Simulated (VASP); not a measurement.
# Cs4Au (Im-3m) in VASP: further runs, part 2 of 2

VASP 6.6.1. The steps go on from the part before.

## Step 4: Relaxation of cell and atoms, PBE

File INCAR:

```
SYSTEM = Cs4Au
PREC = Accurate
ENCUT = 600
EDIFF = 1E-6
ISMEAR = 0
SIGMA = 0.1
LREAL = .FALSE.
LASPH = .TRUE.
NELM = 80
ALGO = Fast
ISIF = 3
LWAVE = .FALSE.
LCHARG = .FALSE.
GGA = PE
IBRION = 2
NSW = 100
EDIFFG = -0.01
```

File KPOINTS:

```
Automatic mesh
0
G
  6 6 6
  0 0 0
```

File POSCAR:

```
Cs4Au
1.0
   -4.6045404000      4.6045404000      4.6045404000
    4.6045404000     -4.6045404000      4.6045404000
    4.6045404000      4.6045404000     -4.6045404000
Cs Au
4 1
Direct
    0.0000000000      0.0000000000      0.5000000000
    0.5000000000      0.0000000000      0.0000000000
    0.0000000000      0.5000000000      0.0000000000
    0.5000000000      0.5000000000      0.5000000000
    0.0000000000      0.0000000000      0.0000000000
```

Potentials or basis: VASP PAW PBE potentials, release 64 (Cs_sv, Au).

The run is started by

```sh
> cat potpaw_PBE.64/Cs_sv/POTCAR potpaw_PBE.64/Au/POTCAR > POTCAR
> mpirun -np 1 vasp_std > vasp.out
```

OUTCAR:

```text
SYSTEM = Cs4Au
   PREC = Accurate
   ENCUT = 600
   EDIFF = 1E-6
   ISMEAR = 0
   LREAL = .FALSE.
   LASPH = .TRUE.
   NELM = 80
   ISIF = 3
   GGA = PE
   IBRION = 2
   NSW = 100
   EDIFFG = -0.01

 ion  position               nearest neighbor table
   1  0.000  0.000  0.500-
   2  0.500  0.000  0.000-
   3  0.000  0.500  0.000-
   4  0.500  0.500  0.500-
   5  0.000  0.000  0.000-

  LATTYP: Found a body centered cubic cell.
 ALAT       =     9.2090808000

  Lattice vectors:

 A1 = (  -4.6045404000,   4.6045404000,   4.6045404000)
 A2 = (   4.6045404000,  -4.6045404000,   4.6045404000)
 A3 = (   4.6045404000,   4.6045404000,  -4.6045404000)

Analysis of symmetry for initial positions (statically):
=====================================================================
 Subroutine PRICEL returns:
 Original cell was already a primitive cell.

 Routine SETGRP: Setting up the symmetry group for a
 body centered cubic supercell.

 Subroutine GETGRP returns: Found 48 space group operations
 (whereof 48 operations were pure point group operations)
 out of a pool of 48 trial point group operations.

The static configuration has the point symmetry O_h .

Analysis of symmetry for dynamics (positions and initial velocities):
=====================================================================
 Subroutine PRICEL returns:
 Original cell was already a primitive cell.

 Routine SETGRP: Setting up the symmetry group for a
 body centered cubic supercell.

 Subroutine GETGRP returns: Found 48 space group operations
 (whereof 48 operations were pure point group operations)
 out of a pool of 48 trial point group operations.

The dynamic configuration has the point symmetry O_h .

 Subroutine INISYM returns: Found 48 space group operations
 (whereof 48 operations are pure point group operations),
 and found     1 'primitive' translations

----------------------------------------------------------------------------------------

                                     Primitive cell

  volume of cell :     390.4980

  direct lattice vectors                    reciprocal lattice vectors
    -4.604540400  4.604540400  4.604540400     0.000000000  0.108588471  0.108588471
     4.604540400 -4.604540400  4.604540400     0.108588471  0.000000000  0.108588471
     4.604540400  4.604540400 -4.604540400     0.108588471  0.108588471  0.000000000

  length of vectors
     7.975297918  7.975297918  7.975297918     0.153567288  0.153567288  0.153567288

  position of ions in fractional coordinates (direct lattice)
     0.000000000  0.000000000  0.500000000
     0.500000000  0.000000000  0.000000000
     0.000000000  0.500000000  0.000000000
     0.500000000  0.500000000  0.500000000
     0.000000000  0.000000000  0.000000000

  ion indices of the primitive-cell ions
   primitive index   ion index
                 1           1
                 2           2
                 3           3
                 4           4
                 5           5
[... 20 lines left out ...]
     0.000000000  0.000000000  0.000000000

 Subroutine IBZKPT returns following result:
 ===========================================

 Found     16 irreducible k-points:

 Following reciprocal coordinates:
            Coordinates               Weight
  0.000000  0.000000  0.000000      1.000000
  0.166667  0.000000  0.000000     12.000000
  0.333333  0.000000  0.000000     12.000000
  0.500000  0.000000  0.000000      6.000000
  0.166667  0.166667  0.000000     24.000000
  0.333333  0.166667  0.000000     48.000000
[... 8 lines left out ...]
  0.500000  0.500000  0.333333     12.000000
  0.500000  0.500000  0.500000      1.000000
   k-points           NKPTS =     16   k-points in BZ     NKDIM =     16   number of bands    NBANDS=     28
   number of dos      NEDOS =    301   number of ions     NIONS =      5
   total plane-waves  NPLWV = 262144
   dimension x,y,z NGX =    64 NGY =   64 NGZ =   64
   dimension x,y,z NGXF=   128 NGYF=  128 NGZF=  128
   ions per type =               4   1
   NGX,Y,Z   is equivalent  to a cutoff of  13.34, 13.34, 13.34 a.u.
   NGXF,Y,Z  is equivalent  to a cutoff of  26.68, 26.68, 26.68 a.u.
 SYSTEM =  Cs4Au
   PREC   = accura    normal or accurate (medium, high low for compatibility)
   ISTART =      0    job   : 0-new  1-cont  2-samecut
   ICHARG =      2    charge: 1-file 2-atom 10-const
   ISPIN  =      1    spin polarized calculation?
   LNONCOLLINEAR =      F non collinear calculations
   LSORBIT =      F    spin-orbit coupling
   LASPH  =      T    aspherical Exc in radial PAW
   ENCUT  =  600.0 eV  44.10 Ry    6.64 a.u.  15.93 15.93 15.93*2*pi/ulx,y,z
   NELM   =     80;   NELMIN=  2; NELMDL= -5     # of ELM steps
   EDIFF  = 0.1E-05   stopping-criterion for ELM
   LREAL  =      F    real-space projection
   EDIFFG = -.1E-01   stopping-criterion for IOM
   NSW    =    100    number of steps for IOM
   IBRION =      2    ionic relax: 0-MD 1-quasi-New 2-CG
   NFREE  =      1    steps in history (QN), initial steepest desc. (CG)
   ISIF   =      3    stress and relaxation
   ISYM   =      2    0-nonsym 1-usesym 2-fastsym
   POTIM  = 0.5000    time-step for ionic-motion
   TEBEG  =    0.0;   TEEND  =   0.0 temperature during run
   PSTRESS=    0.0 pullay stress
   NELECT =      47.0000    total number of electrons
   NUPDOWN=      -1.0000    fix difference up-down
   EMIN   =  10.00;   EMAX   =-10.00  energy-range for DOS
   EFERMI =   0.00;   METHOD = LEGACY
   ISMEAR =     0;   SIGMA  =   0.10  broadening in eV -4-tet -1-fermi 0-gaus
   EFERMI_NEDOS =   21; number of points for ismear=-14 and -15
   IALGO  =     68    algorithm
   IMIX   =      4    mixing-type and parameters
     AMIX     =   0.40;   BMIX     =  1.00
     AMIX_MAG =   1.60;   BMIX_MAG =  1.00
  volume/ion in A,a.u.               =      78.10       527.04
  Fermi-wavevector in a.u.,A,eV,Ry     =   0.808291  1.527449  8.889157  0.653335
  Thomas-Fermi vector in A             =   1.917069
   LORBIT       =      0    0 simple, 1 ext, 2 COOP (PROOUT), +10 PAW based schemes
   GGA     = PE    functional components
   LHFCALC =     F    Hartree Fock is set to
   AEXX    =    0.0000 exact exchange contribution
   IVDW    =     0    specifies the selected vdW correction
   LEPSILON=     F    determine dielectric tensor
   LRPA    =     F    only Hartree local field effects (RPA)
 conjugate gradient relaxation of ions
 non-spin polarized calculation
 RMM-DIIS sequential band-by-band and
 Gauss-broadening in eV      SIGMA  =   0.10
  energy-cutoff  :      600.00
  volume of cell :      390.50
 maximum number of plane-waves:     13080
   NGX = 31   NGY = 31   NGZ = 31

 number of electron      46.9999991 magnetization

 Free energy of the ion-electron system (eV)
  ---------------------------------------------------
  ext. energy  EPLUGINS =         0.00000000
  ---------------------------------------------------
  free energy    TOTEN  =        -7.02543527 eV

  energy without entropy =       -6.99997154  energy(sigma->0) =       -7.01270341

 E-fermi :   1.2806     XC(G=0):  -6.2316

 val. band max:        1.2772327919   @ k =   0.5000   0.5000   0.1667
 cond. band min:       1.3619145151   @ k =  -0.3333   0.3333   0.3333
 fundamental gap:      0.0846817232
 Fermi energy:         1.2805876217

 k-point     1 :       0.0000    0.0000    0.0000
  band No.  band energies     occupation
      1     -22.5125      2.00000
      2     -22.4740      2.00000
      3     -22.4740      2.00000
      4     -22.4740      2.00000
      5      -9.5030      2.00000
      6      -9.5030      2.00000
[... 485 lines left out ...]
     27       2.0667      0.00000
     28       2.0985      0.00000

------------------------ aborting loop because EDIFF is reached ----------------------------------------

  FORCE on cell =-STRESS in cart. coord.  units (eV):
  Direction    XX          YY          ZZ          XY          YZ          ZX
  --------------------------------------------------------------------------------------
  -------------------------------------------------------------------------------------
  Total        0.0221149      0.0221149      0.0221149     -0.0000000      0.0000000     -0.0000000
  in kB        0.0907353      0.0907353      0.0907353     -0.0000000      0.0000000     -0.0000000
  external PRESSURE =       0.0907353 kB  Pullay stress =       0.0000000 kB

 VOLUME and BASIS-vectors are now :
 -----------------------------------------------------------------------------
  energy-cutoff  :      600.00
  volume of cell :      390.50
      direct lattice vectors                 reciprocal lattice vectors
    -4.604540400  4.604540400  4.604540400     0.000000000  0.108588471  0.108588471
     4.604540400 -4.604540400  4.604540400     0.108588471  0.000000000  0.108588471
     4.604540400  4.604540400 -4.604540400     0.108588471  0.108588471  0.000000000

 POSITION                                       TOTAL-FORCE (eV/Angst)
 -----------------------------------------------------------------------------------
      2.30227      2.30227     -2.30227         0.000000      0.000000      0.000000
     -2.30227      2.30227      2.30227         0.000000     -0.000000     -0.000000
      2.30227     -2.30227      2.30227        -0.000000      0.000000     -0.000000
      2.30227      2.30227      2.30227        -0.000000     -0.000000     -0.000000
      0.00000      0.00000      0.00000         0.000000     -0.000000      0.000000
 -----------------------------------------------------------------------------------
    total drift:                                0.000000      0.000000     -0.000000

  FREE ENERGIE OF THE ION-ELECTRON SYSTEM (eV)
  ---------------------------------------------------
  free  energy   TOTEN  =        -7.0254352749 eV

  energy  without entropy=       -6.9999715422  energy(sigma->0) =       -7.01270341

 reached required accuracy - stopping structural energy minimisation
```

OSZICAR:

```text
N       E                     dE             d eps       ncg     rms          rms(c)
DAV:   1     0.389665388751E+03    0.38967E+03   -0.18405E+04   896   0.144E+03
DAV:   2     0.401616264996E+02   -0.34950E+03   -0.34198E+03  1316   0.239E+02
DAV:   3    -0.649483930685E+01   -0.46656E+02   -0.46244E+02  1080   0.938E+01
DAV:   4    -0.749404143719E+01   -0.99920E+00   -0.99289E+00  1024   0.159E+01
[... 19 lines left out ...]
RMM:  24    -0.702542152258E+01   -0.83151E-06   -0.17914E-05   168   0.377E-03    0.401E-04
RMM:  25    -0.702542950094E+01   -0.79784E-05   -0.89975E-05   161   0.373E-03    0.482E-04
RMM:  26    -0.702542962123E+01   -0.12029E-06   -0.11757E-05   163   0.362E-03    0.471E-04
RMM:  27    -0.702543569633E+01   -0.60751E-05   -0.71229E-05   155   0.358E-03    0.504E-04
RMM:  28    -0.702543527493E+01    0.42140E-06   -0.59066E-06   154   0.352E-03
   1 F= -.70254353E+01 E0= -.70127034E+01  d E =-.702544E+01
```

CONTCAR:

```text
Cs4Au
   1.00000000000000
    -4.6045404000000003    4.6045404000000003    4.6045404000000003
     4.6045404000000003   -4.6045404000000003    4.6045404000000003
     4.6045404000000003    4.6045404000000003   -4.6045404000000003
  Cs              Au
     4     1
Direct
     0.0000000000000000    0.0000000000000000    0.5000000000000000
     0.5000000000000000    0.0000000000000000    0.0000000000000000
     0.0000000000000000    0.5000000000000000    0.0000000000000000
     0.5000000000000000    0.5000000000000000    0.5000000000000000
     0.0000000000000000    0.0000000000000000    0.0000000000000000

  0.00000000E+00  0.00000000E+00  0.00000000E+00
  0.00000000E+00  0.00000000E+00  0.00000000E+00
  0.00000000E+00  0.00000000E+00  0.00000000E+00
  0.00000000E+00  0.00000000E+00  0.00000000E+00
  0.00000000E+00  0.00000000E+00  0.00000000E+00
```

Run time: 8.7 min. Hardware: 1 thread of Intel Xeon 6975P-C, shared host; peak memory 0.7 GiB.

What came out:

| Property | Result |
| --- | --- |
| Free energy | -7.0254 eV |
| Pressure after relaxing | 0.0 GPa |

Final structure:
```xyz
5
Lattice="-4.6045 4.6045 4.6045 4.6045 -4.6045 4.6045 4.6045 4.6045 -4.6045" Properties=species:S:1:pos:R:3 pbc="T T T"
Cs    2.3023    2.3023   -2.3023
Cs   -2.3023    2.3023    2.3023
Cs    2.3023   -2.3023    2.3023
Cs    2.3023    2.3023    2.3023
Au    0.0000    0.0000    0.0000
```

Caveat: the relaxation stopped at its first step, so nothing moved; spin-orbit coupling is left out, which moves the levels of the heavy elements.

## Step 5: The runs side by side

| task | cell | k mesh | cutoff (eV) | gap on the mesh (eV) | pressure (GPa) |
| --- | --- | --- | --- | --- | --- |
| single point | as given | 4 × 4 × 4 | 520 | none | 0.0 |
| single point | as given | 6 × 6 × 6 | 520 | none | 0.0 |
| relaxation of cell and atoms | relaxed | 6 × 6 × 6 | 600 | none | 0.0 |

Alike in all rows: level PBE; potentials or basis VASP PAW PBE potentials, release 64 (Cs_sv, Au); no spin polarisation; smearing gaussian 0.1 eV.

Caveats: spin-orbit coupling is left out, which moves the levels of the heavy elements; the relaxation stopped at its first step, so nothing moved (some runs).

Total energies depend on the potentials used, so only differences within one code and one set of settings carry meaning.
